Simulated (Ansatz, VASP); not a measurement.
Two plane-wave programs on WAu

File INCAR:

```
  PREC = Accurate
  ENCUT = 520
  EDIFF = 1E-6
  ISMEAR = -1
  SIGMA = 0.05
  LREAL = False
  LASPH = True
  NELM = 100
  ALGO = Fast
  ISIF = 2
  LWAVE = False
  LCHARG = False
  NBANDS = 20
```

KPOINTS

```
regular mesh
0
Gamma
  8 8 8
```

File POSCAR:

```
WAu
1.0
    0.0000000000      2.7479792600      2.7479792600
    2.7479792600      0.0000000000      2.7479792600
    2.7479792600      2.7479792600      0.0000000000
W Au
1 1
Direct
    0.0000000000      0.0000000000      0.0000000000
    0.7500000000      0.7500000000      0.7500000000
```

input.yaml

```yaml
crystal:
  lattice:
    - [0.0, 2.74797926, 2.74797926]
    - [2.74797926, 0.0, 2.74797926]
    - [2.74797926, 2.74797926, 0.0]
  atoms:
    - { symbol: W, position: [0.0, 0.0, 0.0] }
    - { symbol: Au, position: [0.75, 0.75, 0.75] }
hamiltonian:
  xc: lda
  pseudopotentials: { kind: paw }
kpoints:
  mp_grid: { grid: [8, 8, 8] }
  band_path:
    path:
      - [[0.0, 0.0, 0.0], [0.5, 0.0, 0.5], [0.5, 0.25, 0.75], [0.375, 0.375, 0.75], [0.0, 0.0, 0.0], [0.5, 0.5, 0.5], [0.625, 0.25, 0.625], [0.5, 0.25, 0.75], [0.5, 0.5, 0.5], [0.375, 0.375, 0.75]]
      - [[0.625, 0.25, 0.625], [0.5, 0.0, 0.5]]
    npoints: 14
scf:
  occupations: { method: fermi_dirac, width: 0.05 }
  n_extra_bands: 6
output:
  forces: true
  stress: true
  eigenvalues: true
  fatbands: true
  write_density: true
  write_potential: true
  elf: true
  volumetric_format: npy
```

Alike in both runs: functional LDA; k mesh 8 × 8 × 8; occupations fermi-dirac, width 0.05 eV; no spin polarisation.

```csv
,VASP,Ansatz
version,VASP 6.6.1,Ansatz 0.2.0
potentials or method,"VASP PAW LDA potentials, release 64 (W_sv, Au)",Ansatz PAW
plane-wave cutoff (eV),520,420
valence electrons in the cell,25,33
task,single point,band structure
```

|  | VASP | Ansatz | Ansatz less VASP |
| --- | --- | --- | --- |
| gap on the k mesh at the Fermi level (eV) | none | none | - |
| pressure (GPa) | 23.7 | 22.3 | -1.33 |

LDA's correlation is that of Perdew and Zunger in VASP and of Perdew and Wang (1992) in Ansatz. A gap of «none» marks a metal or a gap that the smearing closes. VASP's potentials hold 25 valence electrons a cell and Ansatz's 33, so a difference there can come from the potentials and not from the codes.

Neither program's run includes spin-orbit coupling.
